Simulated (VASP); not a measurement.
Set up this calculation in VASP 6.6.1, as the native input.

```yaml
Task: single point
Functional: r2SCAN
Potentials_or_basis: VASP PAW PBE potentials, release 64 (Cs_sv, Br)
Cutoff: 550 eV
k_mesh: 4 × 4 × 4
Occupations: fermi-dirac, width 0.5 eV
Spin: no spin polarisation
Dipole_correction: no
Further_INCAR_settings: ALGO = Normal; EDIFF = 1e-06; NBANDS = 15
```

CsBr:

```
Cs Br
1.0
     4.31960    0.00000    0.00000
     0.00000    4.31960    0.00000
     0.00000    0.00000    4.31960
Cs Br
1 1
Direct
  0.00000 0.00000 0.00000
  0.50000 0.50000 0.50000
```

The input as run:

POSCAR

```
CsBr
1.0
    4.3196005106      0.0000000000      0.0000000000
    0.0000000000      4.3196005106      0.0000000000
    0.0000000000      0.0000000000      4.3196005106
Cs Br
1 1
Direct
    0.0000000000      0.0000000000      0.0000000000
    0.5000000000      0.5000000000      0.5000000000
```

INCAR.step1

```
SYSTEM = CsBr
PREC     = Accurate       ! precision mode
ENCUT    = 550            ! plane-wave cutoff, eV
ISMEAR   = -1             ! smearing method
SIGMA    = 0.5            ! smearing width, eV
LREAL    = .FALSE.        ! projectors in reciprocal space
LASPH    = .TRUE.         ! aspherical terms in the spheres
NELM     = 120            ! most SCF steps
NBANDS   = 15             ! bands
GGA      = PE             ! functional
ALGO     = Normal         ! electronic algorithm
EDIFF    = 1E-5           ! SCF threshold, eV
LWAVE    = .TRUE.         ! write WAVECAR
LCHARG   = .FALSE.        ! write CHGCAR
GGA_COMPAT= .FALSE.
```

INCAR.step2

```
SYSTEM = CsBr
PREC     = Accurate       ! precision mode
ENCUT    = 550            ! plane-wave cutoff, eV
EDIFF    = 1E-6           ! SCF threshold, eV
ISMEAR   = -1             ! smearing method
SIGMA    = 0.5            ! smearing width, eV
LREAL    = .FALSE.        ! projectors in reciprocal space
LASPH    = .TRUE.         ! aspherical terms in the spheres
NELM     = 120            ! most SCF steps
ALGO     = Normal         ! electronic algorithm
ISIF     = 2              ! what is computed and relaxed
LWAVE    = .FALSE.        ! write WAVECAR
LCHARG   = .FALSE.        ! write CHGCAR
METAGGA  = R2SCAN         ! meta-GGA
LMIXTAU  = .TRUE.       
NBANDS   = 15             ! bands
ISTART   = 1            
GGA_COMPAT= .FALSE.
```

KPOINTS

```
regular mesh
0
G
  4 4 4
  0 0 0
```

Potentials or basis: VASP PAW PBE potentials, release 64 (Cs_sv, Br).

Run with:

```bash
$ cat potpaw_PBE.64/Cs_sv/POTCAR potpaw_PBE.64/Br/POTCAR > POTCAR
$ cp INCAR.step1 INCAR
$ mpirun -np 1 vasp_std > vasp.out
$ cp INCAR.step2 INCAR
$ mpirun -np 1 vasp_std > vasp.out
```

It gave:

```
Pressure               : 0.1 GPa
Band gap on the k mesh : 5.19 eV, indirect (the least direct gap lies 4.5 meV higher)
```

Caveat: the PAW data sets were made with another functional, which shifts forces and pressure a little; spin-orbit coupling is left out, which moves the levels of the heavy elements.

Run time: 29 s on 1 thread of Intel(R) Xeon(R) 6975P-C (Granite Rapids), on a shared host, peak memory 0.21 GiB.
